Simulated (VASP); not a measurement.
# Sn (Fd-3m) in VASP: settings compared, part 2 of 2

VASP 6.6.1.

## Step 6: Relaxation of cell and atoms, BLYP+D4

This run uses another cell than the first one, of 33.80 Å³/atom, 0.943 times its volume.

INCAR reads:

```
SYSTEM = Sn
PREC     = Accurate       ! precision mode
ENCUT    = 600            ! plane-wave cutoff, eV
EDIFF    = 1E-7           ! SCF threshold, eV
ISMEAR   = -1             ! smearing method
SIGMA    = 0.05           ! smearing width, eV
LREAL    = .False.        ! projectors in reciprocal space
LASPH    = .True.         ! aspherical terms in the spheres
NELM     = 80             ! most SCF steps
ALGO     = Normal         ! electronic algorithm
ISIF     = 3              ! what is computed and relaxed
LWAVE    = .False.        ! write WAVECAR
LCHARG   = .False.        ! write CHGCAR
GGA      = B5             ! functional
ALDAX    = 1.0          
AGGAX    = 1.0          
AGGAC    = 1.0          
ALDAC    = 0.0          
IVDW     = 13             ! dispersion correction
VDW_S6   = 1.0          
VDW_S8   = 2.34076671   
VDW_A1   = 0.44488865   
VDW_A2   = 4.0933009    
IBRION   = 2              ! ionic algorithm
NSW      = 60             ! ionic steps
EDIFFG   = -0.01          ! ionic threshold
```

KPOINTS reads:

```
Automatic mesh
0
Gamma
  7 7 7
  0 0 0
```

POSCAR reads:

```
Sn
1.0
    0.0000000000      3.2333428000      3.2333428000
    3.2333428000      0.0000000000      3.2333428000
    3.2333428000      3.2333428000      0.0000000000
Sn
2
Direct
    0.7500000000      0.7500000000      0.7500000000
    0.5000000000      0.5000000000      0.5000000000
```

Potentials or basis: VASP PAW PBE potentials, release 64 (Sn_d).

Command:

```
$ cat potpaw_PBE.64/Sn_d/POTCAR > POTCAR
$ mpirun -np 1 vasp_std > vasp.out
```

OUTCAR:

```text
SYSTEM = Sn
   PREC = Accurate
   ENCUT = 600
   EDIFF = 1E-7
   ISMEAR = -1
   LREAL = .False.
   LASPH = .True.
   NELM = 80
   ISIF = 3
   GGA = B5
   IVDW = 13
   IBRION = 2
   NSW = 60
   EDIFFG = -0.01

 ion  position               nearest neighbor table
   1  0.750  0.750  0.750-   2 2.80   2 2.80   2 2.80   2 2.80
   2  0.500  0.500  0.500-   1 2.80   1 2.80   1 2.80   1 2.80

  LATTYP: Found a face centered cubic cell.
 ALAT       =     6.4666856000

  Lattice vectors:

 A1 = (   0.0000000000,   3.2333428000,   3.2333428000)
 A2 = (   3.2333428000,   0.0000000000,   3.2333428000)
 A3 = (   3.2333428000,   3.2333428000,   0.0000000000)

Analysis of symmetry for initial positions (statically):
=====================================================================
 Subroutine PRICEL returns:
[... 174 lines left out ...]
 cond. band min:       6.2270696670   @ k =   0.4286   0.0000   0.0000
 fundamental gap:      0.2991262061
 Fermi energy:         6.1672407162

 k-point     1 :       0.0000    0.0000    0.0000
  band No.  band energies     occupation
      1     -15.4765      2.00000
      2     -15.4765      2.00000
      3     -15.4765      2.00000
      4     -15.4120      2.00000
      5     -15.4120      2.00000
      6     -15.0934      2.00000
[... 488 lines left out ...]
--------------------------------------- Ionic step        3  -------------------------------------------

 number of electron      27.9999996 magnetization

 Free energy of the ion-electron system (eV)
  ---------------------------------------------------
  ext. energy  EPLUGINS =         0.00000000
  ---------------------------------------------------
  free energy    TOTEN  =        -6.39282233 eV

  energy without entropy =       -6.38933300  energy(sigma->0) =       -6.39107767

 E-fermi :   5.3278     XC(G=0):  -8.0511

 val. band max:        5.2132418044   @ k =   0.1429   0.0000   0.0000
 cond. band min:       5.3396349947   @ k =   0.4286   0.0000   0.0000
 fundamental gap:      0.1263931904
 Fermi energy:         5.3278288297

 k-point     1 :       0.0000    0.0000    0.0000
  band No.  band energies     occupation
      1     -16.0895      2.00000
      2     -16.0895      2.00000
      3     -16.0895      2.00000
      4     -16.0345      2.00000
      5     -16.0345      2.00000
      6     -15.7718      2.00000
[... 442 lines left out ...]
  FREE ENERGIE OF THE ION-ELECTRON SYSTEM (eV)
  ---------------------------------------------------
  free  energy   TOTEN  =        -7.5671813110 eV

  energy  without entropy=       -7.5636919875  energy(sigma->0) =       -7.56543665

 reached required accuracy - stopping structural energy minimisation
```

OSZICAR:

```text
N       E                     dE             d eps       ncg     rms          rms(c)
DAV:   1     0.220540541144E+03    0.22054E+03   -0.16582E+04   720   0.250E+03
DAV:   2     0.150816280761E+02   -0.20546E+03   -0.20381E+03   722   0.475E+02
DAV:   3    -0.569764535101E+01   -0.20779E+02   -0.20646E+02   832   0.154E+02
[... 30 lines left out ...]
DAV:   6    -0.639282186245E+01    0.70118E-05   -0.22697E-05   724   0.700E-02    0.730E-03
DAV:   7    -0.639282217256E+01   -0.31011E-06   -0.11836E-06   678   0.864E-03    0.120E-03
DAV:   8    -0.639282260516E+01   -0.43260E-06   -0.15808E-07   554   0.487E-03    0.388E-04
DAV:   9    -0.639282237768E+01    0.22748E-06   -0.53216E-08   360   0.356E-03    0.202E-04
DAV:  10    -0.639282232849E+01    0.49195E-07   -0.10822E-08   360   0.157E-03
   3 F= -.75671813E+01 E0= -.75654366E+01  d E =-.456226E-01
```

Wall time 82 s (1 thread of Intel Xeon 6975P-C (Granite Rapids), shared host); peak memory 0.24 GiB.

Results:

```
Free energy                            : -7.5672 eV
Relaxed volume                         : 36.32 Å³/atom
Relaxed cell                           : a = 4.683 Å, b = 4.683 Å, c = 4.683 Å, α = 60.00°, β = 60.00°, γ = 60.00°
Space group after relaxing (to 0.05 Å) : Fd-3m (No. 227)
Energy gained by relaxing              : 22.8 meV/atom
Ionic steps                            : 3
Pressure after relaxing                : 0.0 GPa
Band gap on the k mesh                 : zero (band 14 reaches 5.53 eV, above the bottom of band 15 at 5.34 eV)
Dispersion energy per atom             : -0.587 eV
```

The path:
| step | energy change (eV) | largest force (eV/Å) | pressure (GPa) | volume (Å³) |
| --- | --- | --- | --- | --- |
| 1 | 0.0000 | 0.0000 | 3.13 | 67.61 |
| 2 | -0.0418 | 0.0000 | -0.74 | 74.28 |
| 3 | -0.0456 | 0.0000 | 0.00 | 72.64 |

Final structure:
```
CELL_PARAMETERS angstrom
0.00000 3.31164 3.31164
3.31164 0.00000 3.31164
3.31164 3.31164 0.00000
ATOMIC_POSITIONS crystal
Sn 0.75000 0.75000 0.75000
Sn 0.50000 0.50000 0.50000
```

Levels at points of the mesh, in eV from the Fermi level:
| k point | band 12 | band 13 | band 14 | band 15 | band 16 | band 17 |
| --- | --- | --- | --- | --- | --- | --- |
| (0.00, 0.00, 0.00) | -1.11 | 0.20 | 0.20 | 0.20 | 2.27 | 2.27 |

Caveat: the PAW data sets were made with another functional, which shifts forces and pressure a little; spin-orbit coupling is left out, which moves the levels of the heavy elements; pairwise dispersion overbinds metals, which lowers pressure and volume. Zero-point motion and thermal expansion aren't in these numbers.

## Step 7: Overview

```tsv
task	level	cell	cutoff (eV)	smearing	gap on the mesh (eV)	pressure (GPa)
single point	PBE	a = 4.662 Å, angles 60.0°, 2 atoms	520	fermi-dirac 0.05 eV	none	1.0
single point	PBE	a = 4.573 Å, angles 60.0°, 2 atoms	520	gaussian 0.027 eV	none	3.8
single point	PBE	a = 4.573 Å, angles 60.0°, 2 atoms	520	gaussian 0.028 eV	none	3.8
single point	BLYP+D4	a = 4.684 Å, angles 60.0°, 2 atoms	520	fermi-dirac 0.05 eV	none	0.0
relaxation of cell and atoms	BLYP+D4	relaxed from a = 4.573 Å, angles 60.0°, 2 atoms	600	fermi-dirac 0.05 eV	none	0.0
```

Alike in all rows: potentials or basis VASP PAW PBE potentials, release 64 (Sn_d); no spin polarisation; k mesh 7 × 7 × 7.

Caveats: spin-orbit coupling is left out, which moves the levels of the heavy elements; the PAW data sets were made with another functional, which shifts forces and pressure a little (some runs); pairwise dispersion overbinds metals, which lowers pressure and volume (some runs).

Total energies depend on the potentials used, so only differences within one code and one set of settings carry meaning.
